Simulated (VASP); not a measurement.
Wanted: the native input for a VASP 6.6.1 run.

| Property | Result |
| --- | --- |
| Task | single point |
| Functional | PBEsol |
| Potentials or basis | VASP PAW PBE potentials, release 64 (Na_pv, Cl) |
| Cutoff | 500 eV |
| k mesh | 6 × 6 × 6 |
| Occupations | gaussian, width 0.01 eV |
| Spin | no spin polarisation |
| Dipole correction | no |
| Further INCAR settings | ALGO = Normal; EDIFF = 1e-06; NBANDS = 14 |

The structure of NaCl lies in POSCAR:

```
NaCl
1.0
    0.0000000000      2.8100000000      2.8100000000
    2.8100000000      0.0000000000      2.8100000000
    2.8100000000      2.8100000000      0.0000000000
Na Cl
1 1
Direct
    0.0000000000      0.0000000000      0.0000000000
    0.5000000000      0.5000000000      0.5000000000
```

The input as run:

INCAR

```
SYSTEM = NaCl
PREC = Accurate ; ENCUT = 500
EDIFF = 1E-6 ; ISMEAR = 0
SIGMA = 0.01 ; LREAL = .FALSE.
LASPH = .TRUE. ; NELM = 120
ALGO = Normal ; ISIF = 2
LWAVE = .FALSE. ; LCHARG = .FALSE.
GGA = PS ; NBANDS = 14
GGA_COMPAT = .FALSE.
```

KPOINTS

```
regular mesh
0
G
  6 6 6
  0 0 0
```

Potentials or basis: VASP PAW PBE potentials, release 64 (Na_pv, Cl).

Launch:

```console
$ cat potpaw_PBE.64/Na_pv/POTCAR potpaw_PBE.64/Cl/POTCAR > POTCAR
$ mpirun -np 1 vasp_std > vasp.out
```

It gave:

* Pressure: -0.2 GPa
* Band gap on the k mesh: 4.97 eV

Caveat: the PAW data sets were made with another functional, which shifts forces and pressure a little.

It took 18 s on 1 thread of Intel Xeon 8259CL, with other jobs on the host, peak memory 0.16 GiB.
